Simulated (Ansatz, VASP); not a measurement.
**H2O: VASP beside Ansatz**

```
O H
1.0
    15.00000    0.00000    0.00000
     0.00000   15.50000    0.00000
     0.00000    0.00000   16.00000
O H
1 2
Direct
  0.50009 0.47993 0.48450
  0.55085 0.51145 0.50629
  0.44905 0.50861 0.50921
```

Alike in both runs: functional PBE; dispersion D3(BJ); k mesh 1 × 1 × 1; occupations gaussian, width 0.005 eV; no spin polarisation.

Ansatz relaxed the structure, and its values are those at the end. VASP's run is a single point on that final structure, the one shown.

```csv
,VASP,Ansatz
version,VASP 6.6.1,Ansatz 0.2.0
potentials or method,"VASP PAW PBE potentials, release 64 (O_h, H_h), cutoff 1000 eV","scalar-relativistic, plane waves, PAW"
valence electrons in the cell,8,8
```

```tsv
	VASP	Ansatz	Ansatz less VASP
gap on the k mesh at the Fermi level (eV)	6.25	6.25	-0.005
rms of the force components (eV/Å)	0.006	0.001	-0.0052
```
